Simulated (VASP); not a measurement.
Wanted: the native input for a VASP 6.6.1 run.

```yaml
Task: single point
Functional: PBE
Potentials_or_basis: VASP PAW PBE potentials, release 64 (B, P)
Cutoff: 520 eV
k_mesh: 6 × 6 × 6
Occupations: gaussian, width 0.01 eV
Spin: no spin polarisation
Dipole_correction: no
Further_INCAR_settings: ALGO = Normal; EDIFF = 1e-06; NBANDS = 11
```

The structure of BP lies in POSCAR:

```
BP
1.0
    0.0000000000      2.3415372197      2.3415372197
    2.3415372197      0.0000000000      2.3415372197
    2.3415372197      2.3415372197      0.0000000000
B P
1 1
Direct
    0.0000000000      0.0000000000      0.0000000000
    0.2500000000      0.2500000000      0.2500000000
```

This cell differs from its parent crystal: volume changed by +10%.

The input as run:

INCAR

```
  PREC = Accurate
  ENCUT = 520
  EDIFF = 1E-6
  ISMEAR = 0
  SIGMA = 0.01
  LREAL = F
  LASPH = T
  NELM = 100
  ALGO = Normal
  ISIF = 2
  LWAVE = F
  LCHARG = T
  GGA = PE
  LELF = T
  LVHAR = T
  NBANDS = 11
```

KPOINTS

```
Automatic mesh
0
Gamma
  6 6 6
```

Potentials or basis: VASP PAW PBE potentials, release 64 (B, P).

Command:

```sh
$ cat potpaw_PBE.64/B/POTCAR potpaw_PBE.64/P/POTCAR > POTCAR
$ mpirun -np 1 vasp_std > vasp.out
```

Results of the run:

```json
{"Pressure": "-12.1 GPa", "Band gap on the k mesh": "1.47 eV, indirect (least direct gap 3.28 eV)"}
```

It took 13 s on 1 thread of Intel Xeon 8259CL, on a shared host, peak memory 0.14 GiB.
